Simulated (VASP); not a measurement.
# KI (Fm-3m) in VASP: further runs, part 2 of 3

VASP 6.6.1.

### Step 3. Phonons, r2SCAN

This run uses another cell than the first one, of 36.60 Å³/atom.

The input, INCAR:

```
  PREC = Accurate
  ENCUT = 520
  EDIFF = 1E-8
  ISMEAR = 0
  SIGMA = 0.01
  LREAL = F
  LASPH = T
  NELM = 80
  ALGO = Normal
  ISIF = 2
  LWAVE = F
  LCHARG = F
  METAGGA = R2SCAN
  LMIXTAU = T
  NBANDS = 15
  IBRION = 6
  NFREE = 2
  POTIM = 0.015
  NSW = 1
```

The input, KPOINTS:

```
Automatic mesh
0
Gamma
  6 6 6
```

The input, POSCAR:

```
KI
1.0
    3.3201116157      3.3201116157      0.0000000000
   -3.3201116157      3.3201116157      0.0000000000
    0.0000000000      3.3201116157      3.3201116157
K I
1 1
Direct
    0.0000000000      0.0000000000      0.0000000000
    0.5000000000      0.5000000000      0.0000000000
```

Potentials or basis: VASP PAW PBE potentials, release 64 (K_sv, I).

Started as:

```sh
> cat potpaw_PBE.64/K_sv/POTCAR potpaw_PBE.64/I/POTCAR > POTCAR
> mpirun -np 1 vasp_std > vasp.out
```

OUTCAR:

```text
PREC = Accurate
   ENCUT = 520
   EDIFF = 1E-8
   ISMEAR = 0
   LREAL = F
   LASPH = T
   NELM = 80
   ISIF = 2
   METAGGA = R2SCAN
   IBRION = 6
   NFREE = 2
   POTIM = 0.015
   NSW = 1

 ion  position               nearest neighbor table
   1  0.000  0.000  0.000-   2 3.32   2 3.32   2 3.32   2 3.32   2 3.32   2 3.32
   2  0.500  0.500  0.000-   1 3.32   1 3.32   1 3.32   1 3.32   1 3.32   1 3.32

  LATTYP: Found a face centered cubic cell.
 ALAT       =     6.6402232314

  Lattice vectors:

 A1 = (   0.0000000000,   3.3201116157,   3.3201116157)
 A2 = (   3.3201116157,   0.0000000000,   3.3201116157)
 A3 = (   3.3201116157,   3.3201116157,   0.0000000000)

Analysis of symmetry for initial positions (statically):
=====================================================================
 Subroutine PRICEL returns:
 Original cell was already a primitive cell.

 Routine SETGRP: Setting up the symmetry group for a
 face centered cubic supercell.

 Subroutine GETGRP returns: Found 48 space group operations
 (whereof 48 operations were pure point group operations)
 out of a pool of 48 trial point group operations.

The static configuration has the point symmetry O_h .

Analysis of symmetry for dynamics (positions and initial velocities):
=====================================================================
 Subroutine PRICEL returns:
 Original cell was already a primitive cell.

 Routine SETGRP: Setting up the symmetry group for a
 face centered cubic supercell.

 Subroutine GETGRP returns: Found 48 space group operations
 (whereof 48 operations were pure point group operations)
 out of a pool of 48 trial point group operations.

The dynamic configuration has the point symmetry O_h .

 Subroutine INISYM returns: Found 48 space group operations
 (whereof 48 operations are pure point group operations),
 and found     1 'primitive' translations

----------------------------------------------------------------------------------------

                                     Primitive cell

  volume of cell :      73.1961

  direct lattice vectors                    reciprocal lattice vectors
     3.320111616  3.320111616  0.000000000     0.150597347  0.150597347 -0.150597347
    -3.320111616  3.320111616  0.000000000    -0.150597347  0.150597347 -0.150597347
     0.000000000  3.320111616  3.320111616     0.000000000  0.000000000  0.301194693

  length of vectors
     4.695346876  4.695346876  4.695346876     0.260842256  0.260842256  0.301194693

  position of ions in fractional coordinates (direct lattice)
     0.000000000  0.000000000  0.000000000
     0.500000000  0.500000000  0.000000000

  ion indices of the primitive-cell ions
   primitive index   ion index
                 1           1
                 2           2

----------------------------------------------------------------------------------------

[... 102 lines left out ...]

 Free energy of the ion-electron system (eV)
  ---------------------------------------------------
  ext. energy  EPLUGINS =         0.00000000
  ---------------------------------------------------
  free energy    TOTEN  =       -33.81638662 eV

  energy without entropy =      -33.81638662  energy(sigma->0) =      -33.81638662

------------------------ aborting loop because EDIFF is reached ----------------------------------------

  FORCE on cell =-STRESS in cart. coord.  units (eV):
  Direction    XX          YY          ZZ          XY          YZ          ZX
  --------------------------------------------------------------------------------------
  -------------------------------------------------------------------------------------
  Total        1.8375304      1.8375304      1.8375304      0.0000000      0.0000000     -0.0000000
  in kB       40.2213903     40.2213903     40.2213903      0.0000000      0.0000000     -0.0000000
  external PRESSURE =      40.2213903 kB  Pullay stress =       0.0000000 kB
[... 131 lines left out ...]
--------------------------------------- Ionic step        5  -------------------------------------------

 number of electron      15.9999998 magnetization

 Free energy of the ion-electron system (eV)
  ---------------------------------------------------
  ext. energy  EPLUGINS =         0.00000000
  ---------------------------------------------------
  free energy    TOTEN  =       -33.81610248 eV

  energy without entropy =      -33.81610248  energy(sigma->0) =      -33.81610248

 E-fermi :   0.4109     XC(G=0):  -8.3202

 val. band max:        0.3565987381   @ k =   0.0000   0.0000   0.0000
 cond. band min:       5.3347997980   @ k =   0.5000   0.5000   0.0000
 fundamental gap:      4.9782010599
 Fermi energy:         0.4109061541

 k-point     1 :       0.0000    0.0000    0.0000
  band No.  band energies     occupation
      1     -29.0484      2.00000
      2     -11.7936      2.00000
      3     -11.7934      2.00000
      4     -11.7934      2.00000
      5     -10.8071      2.00000
      6       0.3565      2.00000
      7       0.3565      2.00000
      8       0.3566      2.00000
      9       5.5193      0.00000
     10       7.2409      0.00000
     11       7.2410      0.00000
     12       7.2410      0.00000
     13       8.2248      0.00000
     14       8.2252      0.00000
[... 401 lines left out ...]
      2     -11.9626      2.00000
      3     -11.8235      2.00000
      4     -11.8234      2.00000
      5     -10.4730      2.00000
      6      -0.9405      2.00000
      7      -0.0387      2.00000
      8      -0.0384      2.00000
      9       5.6565      0.00000
     10       7.3506      0.00000
     11       8.9786      0.00000
     12       9.7858      0.00000
     13      10.1685      0.00000
     14      10.1688      0.00000
     15      12.0418      0.00000

 [... further k-points ...]

------------------------ aborting loop because EDIFF is reached ----------------------------------------

  FORCE on cell =-STRESS in cart. coord.  units (eV):
  Direction    XX          YY          ZZ          XY          YZ          ZX
  --------------------------------------------------------------------------------------
  -------------------------------------------------------------------------------------
  Total        1.8408877      1.8372505      1.8372505      0.0000000      0.0000000      0.0000000
  in kB       40.2948766     40.2152621     40.2152621      0.0000000      0.0000000      0.0000000
  external PRESSURE =      40.2418002 kB  Pullay stress =       0.0000000 kB
[... 17 lines left out ...]
  FREE ENERGIE OF THE ION-ELECTRON SYSTEM (eV)
  ---------------------------------------------------
  free  energy   TOTEN  =       -33.8161024820 eV

  energy  without entropy=      -33.8161024820  energy(sigma->0) =      -33.81610248

 INTERNAL STRAIN TENSORS FROM DISPLACED ATOMS
 ============================================

 INTERNAL STRAIN TENSOR FOR ION    1 for displacements in x,y,z  (eV/Angst):
          X           Y           Z          XY          YZ          ZX
  --------------------------------------------------------------------------------
  x     0.00000     0.00000     0.00000     0.00000     0.00000     0.00000
  y     0.00000     0.00000     0.00000     0.00000     0.00000     0.00000
  z     0.00000     0.00000     0.00000     0.00000     0.00000     0.00000

 INTERNAL STRAIN TENSOR FOR ION    2 for displacements in x,y,z  (eV/Angst):
          X           Y           Z          XY          YZ          ZX
  --------------------------------------------------------------------------------
  x     0.00000     0.00000     0.00000     0.00000     0.00000     0.00000
  y     0.00000     0.00000     0.00000     0.00000     0.00000     0.00000
  z     0.00000     0.00000     0.00000     0.00000     0.00000     0.00000

 Eigenvectors and eigenvalues of the dynamical matrix
 ----------------------------------------------------

   1 f  =    4.556485 THz    28.629239 2PiTHz  151.987978 cm-1    18.844099 meV
             X         Y         Z           dx          dy          dz
      0.000000  0.000000  0.000000    -0.874262    0.000000   -0.000000
      0.000000  3.320112  0.000000     0.485455    0.000000    0.000000
[... 21 lines left out ...]
   6 f/i=    0.000746 THz     0.004690 2PiTHz    0.024899 cm-1     0.003087 meV
             X         Y         Z           dx          dy          dz
      0.000000  0.000000  0.000000    -0.000000   -0.485455    0.000000
      0.000000  3.320112  0.000000     0.000000   -0.874262    0.000000

 ELASTIC MODULI CONTR FROM IONIC RELAXATION (kBar)
 Direction    XX          YY          ZZ          XY          YZ          ZX
 --------------------------------------------------------------------------------
 XX           0.0000      0.0000      0.0000      0.0000      0.0000      0.0000
 YY           0.0000      0.0000      0.0000      0.0000      0.0000      0.0000
 ZZ           0.0000      0.0000      0.0000      0.0000      0.0000      0.0000
 XY           0.0000      0.0000      0.0000      0.0000      0.0000      0.0000
 YZ           0.0000      0.0000      0.0000      0.0000      0.0000      0.0000
 ZX           0.0000      0.0000      0.0000      0.0000      0.0000      0.0000
 --------------------------------------------------------------------------------
```

Run time: 13 min. Hardware: 1 thread of AMD EPYC 9755, shared host; peak memory 0.22 GiB.

What came out:

| Item | Value |
| --- | --- |
| Highest phonon frequency at Γ, LO-TO splitting left out | 152 cm⁻¹ |

Phonon frequencies in cm⁻¹ (negative: imaginary):
```
              q point        frequencies
(0.000, 0.000, 0.000)  0 0 0 152 152 152
```

Caveat: the cell stands under pressure or tension, which shifts response properties; the PAW data sets were made with another functional, which shifts forces and pressure a little; spin-orbit coupling is left out, which moves the levels of the heavy elements.

### Step 4. Phonons, r2SCAN

This run uses another cell than the first one, of 39.57 Å³/atom.

The input, INCAR:

```
PREC     = Accurate       # precision mode
ENCUT    = 520            # plane-wave cutoff, eV
EDIFF    = 1E-8           # SCF threshold, eV
ISMEAR   = 0              # smearing method
SIGMA    = 0.01           # smearing width, eV
LREAL    = F              # projectors in reciprocal space
LASPH    = T              # aspherical terms in the spheres
NELM     = 100            # most SCF steps
ALGO     = Normal         # electronic algorithm
ISIF     = 2              # what is computed and relaxed
LWAVE    = F              # write WAVECAR
LCHARG   = T              # write CHGCAR
METAGGA  = R2SCAN         # meta-GGA
LMIXTAU  = T            
IBRION   = 6              # ionic algorithm
NFREE    = 2            
POTIM    = 0.015          # step
NSW      = 1              # ionic steps
```

The input, KPOINTS:

```
regular mesh
0
Gamma
  6 6 6
```

The input, POSCAR:

```
KI
1.0
    3.4075900414      3.4075900414      0.0000000000
   -3.4075900414      3.4075900414      0.0000000000
    0.0000000000      3.4075900414      3.4075900414
K I
1 1
Direct
    0.0000000000      0.0000000000      0.0000000000
    0.5000000000      0.5000000000      0.0000000000
```

Potentials or basis: VASP PAW PBE potentials, release 64 (K_sv, I).

Started as:

```sh
> cat potpaw_PBE.64/K_sv/POTCAR potpaw_PBE.64/I/POTCAR > POTCAR
> mpirun -np 1 vasp_std > vasp.out
```

OUTCAR:

```text
PREC = Accurate
   ENCUT = 520
   EDIFF = 1E-8
   ISMEAR = 0
   LREAL = F
   LASPH = T
   NELM = 100
   ISIF = 2
   METAGGA = R2SCAN
   IBRION = 6
   NFREE = 2
   POTIM = 0.015
   NSW = 1

 ion  position               nearest neighbor table
   1  0.000  0.000  0.000-   2 3.41   2 3.41   2 3.41   2 3.41   2 3.41   2 3.41
   2  0.500  0.500  0.000-   1 3.41   1 3.41   1 3.41   1 3.41   1 3.41   1 3.41

  LATTYP: Found a face centered cubic cell.
 ALAT       =     6.8151800828

  Lattice vectors:

 A1 = (   0.0000000000,   3.4075900414,   3.4075900414)
 A2 = (   3.4075900414,   0.0000000000,   3.4075900414)
 A3 = (   3.4075900414,   3.4075900414,   0.0000000000)

Analysis of symmetry for initial positions (statically):
=====================================================================
 Subroutine PRICEL returns:
 Original cell was already a primitive cell.

 Routine SETGRP: Setting up the symmetry group for a
 face centered cubic supercell.

 Subroutine GETGRP returns: Found 48 space group operations
 (whereof 48 operations were pure point group operations)
 out of a pool of 48 trial point group operations.

The static configuration has the point symmetry O_h .

Analysis of symmetry for dynamics (positions and initial velocities):
=====================================================================
 Subroutine PRICEL returns:
 Original cell was already a primitive cell.

 Routine SETGRP: Setting up the symmetry group for a
 face centered cubic supercell.

 Subroutine GETGRP returns: Found 48 space group operations
 (whereof 48 operations were pure point group operations)
 out of a pool of 48 trial point group operations.

The dynamic configuration has the point symmetry O_h .

 Subroutine INISYM returns: Found 48 space group operations
 (whereof 48 operations are pure point group operations),
 and found     1 'primitive' translations

----------------------------------------------------------------------------------------

                                     Primitive cell

  volume of cell :      79.1356

  direct lattice vectors                    reciprocal lattice vectors
     3.407590041  3.407590041  0.000000000     0.146731266  0.146731266 -0.146731266
    -3.407590041  3.407590041  0.000000000    -0.146731266  0.146731266 -0.146731266
     0.000000000  3.407590041  3.407590041     0.000000000  0.000000000  0.293462532

  length of vectors
     4.819060052  4.819060052  4.819060052     0.254146007  0.254146007  0.293462532

  position of ions in fractional coordinates (direct lattice)
     0.000000000  0.000000000  0.000000000
     0.500000000  0.500000000  0.000000000

  ion indices of the primitive-cell ions
   primitive index   ion index
[... 103 lines left out ...]

--------------------------------------- Ionic step        1  -------------------------------------------

 number of electron      16.0000003 magnetization

 Free energy of the ion-electron system (eV)
  ---------------------------------------------------
  ext. energy  EPLUGINS =         0.00000000
  ---------------------------------------------------
  free energy    TOTEN  =       -33.92681123 eV

  energy without entropy =      -33.92681123  energy(sigma->0) =      -33.92681123

------------------------ aborting loop because EDIFF is reached ----------------------------------------

  FORCE on cell =-STRESS in cart. coord.  units (eV):
  Direction    XX          YY          ZZ          XY          YZ          ZX
  --------------------------------------------------------------------------------------
  -------------------------------------------------------------------------------------
  Total        0.9921184      0.9921184      0.9921184      0.0000000      0.0000000      0.0000000
  in kB       20.0863986     20.0863986     20.0863986      0.0000000      0.0000000      0.0000000
  external PRESSURE =      20.0863986 kB  Pullay stress =       0.0000000 kB
[... 131 lines left out ...]
--------------------------------------- Ionic step        5  -------------------------------------------

 number of electron      16.0000002 magnetization

 Free energy of the ion-electron system (eV)
  ---------------------------------------------------
  ext. energy  EPLUGINS =         0.00000000
  ---------------------------------------------------
  free energy    TOTEN  =       -33.92659761 eV

  energy without entropy =      -33.92659761  energy(sigma->0) =      -33.92659761

 E-fermi :  -0.0808     XC(G=0):  -7.9782

 val. band max:       -0.1454683031   @ k =   0.0000   0.0000   0.0000
 cond. band min:       4.7660236685   @ k =   0.0000   0.0000   0.0000
 fundamental gap:      4.9114919716
 Fermi energy:        -0.0807805584

 k-point     1 :       0.0000    0.0000    0.0000
  band No.  band energies     occupation
      1     -29.6390      2.00000
      2     -12.3705      2.00000
      3     -12.3703      2.00000
      4     -12.3703      2.00000
      5     -11.1459      2.00000
      6      -0.1455      2.00000
      7      -0.1455      2.00000
      8      -0.1455      2.00000
      9       4.7660      0.00000
     10       6.8258      0.00000
     11       6.8259      0.00000
     12       6.8259      0.00000
[... 331 lines left out ...]
 k-point    24 :       0.0000    0.0000   -0.3333
  band No.  band energies     occupation
      1     -29.6352      2.00000
      2     -12.4803      2.00000
      3     -12.3920      2.00000
      4     -12.3919      2.00000
      5     -10.8990      2.00000
      6      -1.2870      2.00000
      7      -0.4970      2.00000
      8      -0.4968      2.00000
      9       5.3256      0.00000
     10       6.5965      0.00000
     11       8.4608      0.00000
     12       8.9799      0.00000

 [... further k-points ...]

------------------------ aborting loop because EDIFF is reached ----------------------------------------

  FORCE on cell =-STRESS in cart. coord.  units (eV):
  Direction    XX          YY          ZZ          XY          YZ          ZX
  --------------------------------------------------------------------------------------
  -------------------------------------------------------------------------------------
  Total        0.9940424      0.9911752      0.9911752      0.0000000      0.0000000      0.0000000
  in kB       20.1253518     20.0673030     20.0673030      0.0000000      0.0000000      0.0000000
  external PRESSURE =      20.0866526 kB  Pullay stress =       0.0000000 kB
[... 17 lines left out ...]
  FREE ENERGIE OF THE ION-ELECTRON SYSTEM (eV)
  ---------------------------------------------------
  free  energy   TOTEN  =       -33.9265976056 eV

  energy  without entropy=      -33.9265976056  energy(sigma->0) =      -33.92659761

 INTERNAL STRAIN TENSORS FROM DISPLACED ATOMS
 ============================================

 INTERNAL STRAIN TENSOR FOR ION    1 for displacements in x,y,z  (eV/Angst):
          X           Y           Z          XY          YZ          ZX
  --------------------------------------------------------------------------------
  x     0.00000     0.00000     0.00000     0.00000     0.00000     0.00000
  y     0.00000     0.00000     0.00000     0.00000     0.00000     0.00000
  z     0.00000     0.00000     0.00000     0.00000     0.00000     0.00000

 INTERNAL STRAIN TENSOR FOR ION    2 for displacements in x,y,z  (eV/Angst):
          X           Y           Z          XY          YZ          ZX
  --------------------------------------------------------------------------------
  x     0.00000     0.00000     0.00000     0.00000     0.00000     0.00000
  y     0.00000     0.00000     0.00000     0.00000     0.00000     0.00000
  z     0.00000     0.00000     0.00000     0.00000     0.00000     0.00000

 Eigenvectors and eigenvalues of the dynamical matrix
 ----------------------------------------------------

   1 f  =    3.937475 THz    24.739884 2PiTHz  131.340025 cm-1    16.284080 meV
             X         Y         Z           dx          dy          dz
      0.000000  0.000000  0.000000     0.875405    0.000000   -0.000000
      0.000000  3.407590  0.000000    -0.483391    0.000000    0.000000
[... 21 lines left out ...]
   6 f/i=    0.008644 THz     0.054311 2PiTHz    0.288328 cm-1     0.035748 meV
             X         Y         Z           dx          dy          dz
      0.000000  0.000000  0.000000    -0.161573   -0.413697    0.190830
      0.000000  3.407590  0.000000    -0.292603   -0.749191    0.345586

 ELASTIC MODULI CONTR FROM IONIC RELAXATION (kBar)
 Direction    XX          YY          ZZ          XY          YZ          ZX
 --------------------------------------------------------------------------------
 XX           0.0000      0.0000      0.0000      0.0000      0.0000      0.0000
 YY           0.0000      0.0000      0.0000      0.0000      0.0000      0.0000
 ZZ           0.0000      0.0000      0.0000      0.0000      0.0000      0.0000
 XY           0.0000      0.0000      0.0000      0.0000      0.0000      0.0000
 YZ           0.0000      0.0000      0.0000      0.0000      0.0000      0.0000
 ZX           0.0000      0.0000      0.0000      0.0000      0.0000      0.0000
 --------------------------------------------------------------------------------
```

Run time: 11 min. Hardware: 1 thread of AMD EPYC 9755, shared host; peak memory 0.22 GiB.

Results:

```
Highest phonon frequency at Γ, LO-TO splitting left out : 131 cm⁻¹
```

Phonon frequencies in cm⁻¹ (negative: imaginary):
```tsv
q point	frequencies
(0.000, 0.000, 0.000)	0 0 0 131 131 131
```

Caveat: the cell stands under pressure or tension, which shifts response properties; the PAW data sets were made with another functional, which shifts forces and pressure a little; spin-orbit coupling is left out, which moves the levels of the heavy elements.

(Part 2 of 3 ends here.)
